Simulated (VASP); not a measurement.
**CoO: single point with PBE**

The system is CoO.

```
Co O
1.0
     2.84199    0.00000    0.00000
    -1.42100    2.46124    0.00000
     0.00000    0.00000    5.42842
Co O
2 2
Direct
  0.00000 0.00000 0.00000
  0.33333 0.66667 0.50000
  0.66667 0.33333 0.25000
  0.66667 0.33333 0.75000
```

```
Program                : VASP 6.6.1
Task                   : single point
Functional             : PBE
Potentials or basis    : VASP PAW PBE potentials, release 64 (Co, O)
Cutoff                 : 520 eV
k mesh                 : 12 × 12 × 9
Occupations            : gaussian, width 0.1 eV
Spin                   : collinear spin, ferromagnetic start
Starting moments       : [2.74, 2.74, 0.35, 0.35] μB
Dipole correction      : no
Further INCAR settings : ALGO = Normal; EDIFF = 1e-06; NBANDS = 27
```

```yaml
Pressure: -0.4 GPa
Band_gap_on_the_k_mesh: zero (filled and empty bands overlap)
Net_moment: 6.00 μB per cell
Site_moments: Co +2.57; O +0.38 μB
Valence_electrons_inside_the_program's_atomic_spheres: Co 7.81; O 4.98
```

Stress tensor (GPa, compression positive):
```
-0.13  0.00  0.00
 0.00 -0.13  0.00
 0.00  0.00 -0.81
```

Levels at points of the mesh, in eV from the Fermi level:
Spin up:
```csv
k point,band 14,band 15,band 16,band 17,band 18,band 19,band 20,band 21,band 22,band 23
"(0.00, 0.00, 0.00)",-2.25,-1.02,-1.02,-0.92,-0.92,0.73,6.86,6.97,14.77,15.81
"(0.50, 0.00, 0.00)",-2.11,-2.09,-1.60,-0.27,-0.19,4.50,6.24,8.15,11.12,11.79
```
Spin down:
```tsv
k point	band 8	band 9	band 10	band 11	band 12	band 13	band 14	band 15	band 16	band 17
(0.00, 0.00, 0.00)	-2.80	-2.09	-1.02	-1.02	-0.64	-0.01	-0.01	0.91	0.91	1.36
(0.50, 0.00, 0.00)	-3.28	-2.33	-0.77	-0.15	0.22	0.26	0.29	0.35	0.41	2.34
```

It took 100 s on 1 thread of Intel(R) Xeon(R) Platinum 8488C (Sapphire Rapids), with other jobs on the host, peak memory 0.27 GiB.

Caveat: semilocal functionals often make such compounds metallic where correlation or magnetic order opens a gap, which also shifts bond lengths. With open d or f shells a metallic result of PBE can be an artefact of self-interaction; +U or a hybrid may open a gap.
